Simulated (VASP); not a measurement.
Wanted: the native input for a VASP 6.6.1 run.

```
Task                   : single point
Functional             : PBE
Potentials or basis    : VASP PAW PBE potentials, release 64 (Ir)
Cutoff                 : 520 eV
k mesh                 : 23 × 23 × 23
Occupations            : fermi-dirac, width 0.1 eV
Spin                   : no spin polarisation
Dipole correction      : no
Further INCAR settings : ALGO = Normal; EDIFF = 1e-07; NBANDS = 10
```

The structure of Ir lies in POSCAR:

```
Ir
1.0
    0.0000000000      1.8552973741      1.8552973741
    1.8552973741      0.0000000000      1.8552973741
    1.8552973741      1.8552973741      0.0000000000
Ir
1
Direct
    0.0000000000      0.0000000000      0.0000000000
```

This cell differs from its parent crystal: volume scaled by 0.88.

The input as run:

INCAR

```
SYSTEM = Ir
ALGO = Normal
EDIFF = 1E-7
ENCUT = 520
GGA = PE
ISIF = 2
ISMEAR = -1
LASPH = .TRUE.
LCHARG = .FALSE.
LREAL = .FALSE.
LWAVE = .FALSE.
NBANDS = 10
NELM = 100
PREC = Accurate
SIGMA = 0.1
```

KPOINTS

```
k-points
0
G
  23 23 23
  0 0 0
```

Potentials or basis: VASP PAW PBE potentials, release 64 (Ir).

Run with:

```bash
$ cat potpaw_PBE.64/Ir/POTCAR > POTCAR
$ mpirun -np 1 vasp_std > vasp.out
```

It gave:

The pressure is 62.3 GPa.

It took 35 s on 1 thread of Intel Xeon 8259CL, with other jobs on the host, peak memory 0.17 GiB.
